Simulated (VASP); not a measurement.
# LiCuSn2 (P-3m1) in VASP: electric field gradients with PBE

Aim: the electric field gradients of LiCuSn2 with PBE.

Everything below comes from runs of VASP 6.6.1. Logs are shortened: lines on timing, memory, paths and dates and some standing lists are left out, and cuts for length are marked.

## Step 1: The cell of the first run

The structure is trigonal, space group P-3m1 (No. 164). Conventional cell: a = 4.239 Å, b = 4.239 Å, c = 5.511 Å, α = 90.00°, β = 90.00°, γ = 120.00°. Li (site symmetry -3m) has 2 Cu at 2.76 Å and 6 Sn at 2.96 Å within 3.6 Å. Cu (site symmetry -3m) has 6 Sn at 2.68 Å and 2 Li at 2.76 Å within 3.5 Å. Within 3.5 Å of Sn (site symmetry 3m) lie 3 Cu at 2.68 Å and 3 Li at 2.96 Å and 3 Sn at 3.29 Å.

## Step 2: Electric field gradients, PBE

INCAR

```
PREC = Accurate
ENCUT = 520
EDIFF = 1E-8
ISMEAR = -1
SIGMA = 0.15
LREAL = F
LASPH = T
NELM = 100
ALGO = Fast
ISIF = 2
LWAVE = F
LCHARG = F
GGA = PE
LEFG = T
NBANDS = 29
```

KPOINTS

```
regular mesh
0
Gamma
  12 12 8
```

POSCAR

```
LiCuSn2
1.0
    4.2394344173      0.0000000000      0.0000000000
   -2.1197172087      3.6714579031      0.0000000000
    0.0000000000      0.0000000000      5.5109718439
Li Cu Sn
1 1 2
Direct
    0.0000000000      0.0000000000      0.5000000000
    0.0000000000      0.0000000000      0.0000000000
    0.3333333333      0.6666666667      0.1993238521
    0.6666666667      0.3333333333      0.8006761479
```

Potentials or basis: VASP PAW PBE potentials, release 64 (Li_sv, Cu, Sn_d).

Command:

```console
> cat potpaw_PBE.64/Li_sv/POTCAR potpaw_PBE.64/Cu/POTCAR potpaw_PBE.64/Sn_d/POTCAR > POTCAR
> mpirun -np 1 vasp_std > vasp.out
```

OUTCAR:

```text
PREC = Accurate
   ENCUT = 520
   EDIFF = 1E-8
   ISMEAR = -1
   LREAL = F
   LASPH = T
   NELM = 100
   ISIF = 2
   GGA = PE

 ion  position               nearest neighbor table
   1  0.000  0.000  0.500-   3 2.96   4 2.96   4 2.96   3 2.96   4 2.96   3 2.96
   2  0.000  0.000  0.000-   3 2.68   4 2.68   4 2.68   3 2.68   4 2.68   3 2.68
   3  0.333  0.667  0.199-   2 2.68   2 2.68   2 2.68   1 2.96   1 2.96   1 2.96   4 3.29   4 3.29
                             4 3.29
   4  0.667  0.333  0.801-   2 2.68   2 2.68   2 2.68   1 2.96   1 2.96   1 2.96   3 3.29   3 3.29
                             3 3.29

  LATTYP: Found a hexagonal cell.
 ALAT       =     4.2394344173
 C/A-ratio  =     1.2999309109

  Lattice vectors:

 A1 = (   4.2394344173,   0.0000000000,   0.0000000000)
 A2 = (  -2.1197172087,   3.6714579031,   0.0000000000)
 A3 = (   0.0000000000,   0.0000000000,   5.5109718439)

Analysis of symmetry for initial positions (statically):
=====================================================================
 Subroutine PRICEL returns:
 Original cell was already a primitive cell.

 Routine SETGRP: Setting up the symmetry group for a
 hexagonal supercell.

 Subroutine GETGRP returns: Found 12 space group operations
 (whereof 12 operations were pure point group operations)
 out of a pool of 24 trial point group operations.

The static configuration has the point symmetry D_3d.

Analysis of symmetry for dynamics (positions and initial velocities):
=====================================================================
 Subroutine PRICEL returns:
 Original cell was already a primitive cell.

 Routine SETGRP: Setting up the symmetry group for a
 hexagonal supercell.

 Subroutine GETGRP returns: Found 12 space group operations
 (whereof 12 operations were pure point group operations)
 out of a pool of 24 trial point group operations.

The dynamic configuration has the point symmetry D_3d.

 Subroutine INISYM returns: Found 12 space group operations
 (whereof 12 operations are pure point group operations),
 and found     1 'primitive' translations

----------------------------------------------------------------------------------------

                                     Primitive cell

  volume of cell :      85.7778

  direct lattice vectors                    reciprocal lattice vectors
     4.239434417  0.000000000  0.000000000     0.235880521  0.136185682  0.000000000
    -2.119717209  3.671457903  0.000000000     0.000000000  0.272371365  0.000000000
     0.000000000  0.000000000  5.510971844     0.000000000  0.000000000  0.181456198

  length of vectors
     4.239434417  4.239434417  5.510971844     0.272371365  0.272371365  0.181456198

  position of ions in fractional coordinates (direct lattice)
     0.000000000  0.000000000  0.500000000
     0.000000000  0.000000000  0.000000000
     0.333333333  0.666666667  0.199323852
     0.666666667  0.333333333  0.800676148

  ion indices of the primitive-cell ions
   primitive index   ion index
                 1           1
                 2           2
                 3           3
                 4           4

----------------------------------------------------------------------------------------

 KPOINTS: regular mesh

Automatic generation of k-mesh.
 Grid dimensions read from file:
 generate k-points for:   12   12    8

 Generating k-lattice:

  Cartesian coordinates                     Fractional coordinates (reciprocal lattice)
     0.019656710  0.011348807  0.000000000     0.083333333  0.000000000  0.000000000
     0.000000000  0.022697614  0.000000000     0.000000000  0.083333333  0.000000000
     0.000000000  0.000000000  0.022682025     0.000000000  0.000000000  0.125000000

  Length of vectors
[... 41 lines left out ...]
   dimension x,y,z NGXF=    64 NGYF=   64 NGZF=   84
   ions per type =               1   1   2
   NGX,Y,Z   is equivalent  to a cutoff of  12.55, 12.55, 12.67 a.u.
   NGXF,Y,Z  is equivalent  to a cutoff of  25.10, 25.10, 25.34 a.u.
 SYSTEM =  unknown system
   PREC   = accura    normal or accurate (medium, high low for compatibility)
   ISTART =      0    job   : 0-new  1-cont  2-samecut
   ICHARG =      2    charge: 1-file 2-atom 10-const
   ISPIN  =      1    spin polarized calculation?
   LNONCOLLINEAR =      F non collinear calculations
   LSORBIT =      F    spin-orbit coupling
   LASPH  =      T    aspherical Exc in radial PAW
   ENCUT  =  520.0 eV  38.22 Ry    6.18 a.u.   7.88  7.88 10.25*2*pi/ulx,y,z
   NELM   =    100;   NELMIN=  2; NELMDL= -5     # of ELM steps
   EDIFF  = 0.1E-07   stopping-criterion for ELM
   LREAL  =      F    real-space projection
   EDIFFG = 0.1E-06   stopping-criterion for IOM
   NSW    =      0    number of steps for IOM
   IBRION =     -1    ionic relax: 0-MD 1-quasi-New 2-CG
   NFREE  =      0    steps in history (QN), initial steepest desc. (CG)
   ISIF   =      2    stress and relaxation
   ISYM   =      2    0-nonsym 1-usesym 2-fastsym
   POTIM  = 0.5000    time-step for ionic-motion
   TEBEG  =    0.0;   TEEND  =   0.0 temperature during run
   PSTRESS=    0.0 pullay stress
   NELECT =      42.0000    total number of electrons
   NUPDOWN=      -1.0000    fix difference up-down
   EMIN   =  10.00;   EMAX   =-10.00  energy-range for DOS
   EFERMI =   0.00;   METHOD = LEGACY
   ISMEAR =    -1;   SIGMA  =   0.15  broadening in eV -4-tet -1-fermi 0-gaus
   EFERMI_NEDOS =   21; number of points for ismear=-14 and -15
   IALGO  =     68    algorithm
   IMIX   =      4    mixing-type and parameters
     AMIX     =   0.40;   BMIX     =  1.00
     AMIX_MAG =   1.60;   BMIX_MAG =  1.00
  volume/ion in A,a.u.               =      21.44       144.71
  Fermi-wavevector in a.u.,A,eV,Ry     =   1.290327  2.438364 22.652927  1.664943
  Thomas-Fermi vector in A             =   2.422165
   LORBIT       =      0    0 simple, 1 ext, 2 COOP (PROOUT), +10 PAW based schemes
   GGA     = PE    functional components
   LHFCALC =     F    Hartree Fock is set to
   AEXX    =    0.0000 exact exchange contribution
   IVDW    =     0    specifies the selected vdW correction
   LEPSILON=     F    determine dielectric tensor
   LRPA    =     F    only Hartree local field effects (RPA)
 non-spin polarized calculation
 RMM-DIIS sequential band-by-band and
  energy-cutoff  :      520.00
  volume of cell :       85.78
 maximum number of plane-waves:      2340
   NGX = 15   NGY = 15   NGZ = 21

 number of electron      42.0000010 magnetization

 Free energy of the ion-electron system (eV)
  ---------------------------------------------------
  ext. energy  EPLUGINS =         0.00000000
  ---------------------------------------------------
  free energy    TOTEN  =       -13.90529401 eV

  energy without entropy =      -13.80024740  energy(sigma->0) =      -13.85277070

 E-fermi :   6.0446     XC(G=0):  -9.8767

 val. band max:        6.0076344613   @ k =   0.3333   0.1667   0.3750
 cond. band min:       6.0723701550   @ k =   0.2500   0.0000   0.5000
 fundamental gap:      0.0647356937
 Fermi energy:         6.0445546147

 k-point     1 :       0.0000    0.0000    0.0000
  band No.  band energies     occupation
      1     -40.3094      2.00000
      2     -15.2216      2.00000
      3     -15.2216      2.00000
      4     -15.1857      2.00000
      5     -15.1725      2.00000
      6     -15.1725      2.00000
[... 757 lines left out ...]
     28      12.6600      0.00000
     29      13.1033      0.00000

 [... further k-points ...]

------------------------ aborting loop because EDIFF is reached ----------------------------------------

  FORCE on cell =-STRESS in cart. coord.  units (eV):
  Direction    XX          YY          ZZ          XY          YZ          ZX
  --------------------------------------------------------------------------------------
  -------------------------------------------------------------------------------------
  Total        0.0311343      0.0311343     -0.0010224     -0.0000000      0.0000000     -0.0000000
  in kB        0.5815344      0.5815344     -0.0190966     -0.0000000      0.0000000     -0.0000000
  external PRESSURE =       0.3813241 kB  Pullay stress =       0.0000000 kB

 VOLUME and BASIS-vectors are now :
 -----------------------------------------------------------------------------
  energy-cutoff  :      520.00
  volume of cell :       85.78
      direct lattice vectors                 reciprocal lattice vectors
     4.239434417  0.000000000  0.000000000     0.235880521  0.136185682  0.000000000
    -2.119717209  3.671457903  0.000000000     0.000000000  0.272371365  0.000000000
     0.000000000  0.000000000  5.510971844     0.000000000  0.000000000  0.181456198

 POSITION                                       TOTAL-FORCE (eV/Angst)
 -----------------------------------------------------------------------------------
      0.00000      0.00000      2.75549         0.000000      0.000000      0.000000
      0.00000      0.00000      0.00000         0.000000      0.000000      0.000000
     -0.00000      2.44764      1.09847         0.000000     -0.000000      0.008589
      2.11972      1.22382      4.41250        -0.000000      0.000000     -0.008589
 -----------------------------------------------------------------------------------
    total drift:                               -0.000000      0.000000      0.000000

  FREE ENERGIE OF THE ION-ELECTRON SYSTEM (eV)
  ---------------------------------------------------
  free  energy   TOTEN  =       -13.9052940063 eV

  energy  without entropy=      -13.8002474004  energy(sigma->0) =      -13.85277070

 Electric field gradients (V/A^2)
---------------------------------------------------------------------
 ion       V_xx      V_yy      V_zz      V_xy      V_xz      V_yz
---------------------------------------------------------------------
   1       0.352     0.345    -0.698    -0.006     0.000    -0.000
   2      -5.399    -5.404    10.803    -0.004    -0.000     0.000
   3     -28.711   -28.710    57.420     0.001     0.000    -0.000
   4     -28.711   -28.710    57.420     0.001     0.000    -0.000
---------------------------------------------------------------------

 Electric field gradients after diagonalization (V/A^2)
 (convention: |V_zz| > |V_xx| > |V_yy|)
----------------------------------------------------------------------
 ion       V_xx      V_yy      V_zz     asymmetry (V_yy - V_xx)/ V_zz
----------------------------------------------------------------------
   1       0.356     0.342    -0.698       0.021
   2      -5.406    -5.397    10.803       0.001
   3     -28.711   -28.709    57.420       0.000
   4     -28.711   -28.709    57.420       0.000
----------------------------------------------------------------------

           NMR quadrupolar parameters

 Cq : quadrupolar parameter    Cq=e*Q*V_zz/h
 eta: asymmetry parameters     (V_yy - V_xx)/ V_zz
 Q  : nuclear electric quadrupole moment in mb (millibarn)
----------------------------------------------------------------------
 ion       Cq(MHz)       eta       Q (mb)
----------------------------------------------------------------------
   1      -0.002       0.021       1.000
   2       0.026       0.001       1.000
   3       0.139       0.000       1.000
   4       0.139       0.000       1.000
----------------------------------------------------------------------
```

Wall time 17 min (1 thread of Intel Xeon Platinum 8488C (Sapphire Rapids), shared host); peak memory 0.42 GiB.

What came out:

| Item | Value |
| --- | --- |
| Free energy | -13.9053 eV |
| Largest force | 0.009 eV/Å |
| Band gap on the k mesh | zero (band 21 reaches 7.80 eV, above the bottom of band 22 at 4.58 eV) |

Forces on the atoms (eV/Å):
```
Li   0.000  0.000  0.000
Cu   0.000  0.000  0.000
Sn   0.000  0.000  0.009
Sn   0.000  0.000 -0.009
```

Levels at points of the mesh, in eV from the Fermi level:
```csv
k point,band 18,band 19,band 20,band 21,band 22,band 23,band 24,band 25
"(0.00, 0.00, 0.00)",-3.27,-2.07,1.53,1.53,1.95,1.95,3.20,4.47
"(0.50, 0.00, 0.00)",-3.26,-1.86,-1.76,-1.49,-0.74,1.49,2.69,3.90
"(0.00, 0.00, 0.50)",-3.28,1.07,1.72,1.75,1.75,2.25,2.25,4.18
"(0.50, 0.00, 0.50)",-3.27,-2.99,-2.70,-0.92,1.39,1.68,1.96,5.76
```

Electric field gradients, principal values (V/Å²):
| atom | least | middle | greatest (by size) |
| --- | --- | --- | --- |
| 1 Li | 0.342 | 0.356 | -0.698 |
| 2 Cu | -5.397 | -5.406 | 10.803 |
| 3 Sn | -28.709 | -28.711 | 57.420 |
| 4 Sn | -28.709 | -28.711 | 57.420 |

Caveat: the cutoff is under 1.25 times the usual one of these potentials, so pressure, stress and relaxed cells hold a basis-set (Pulay) error; without QUAD_EFG the Cq values of the log hold for a quadrupole moment of 1 mb, not for the nuclei; spin-orbit coupling is left out, which moves the levels of the heavy elements.
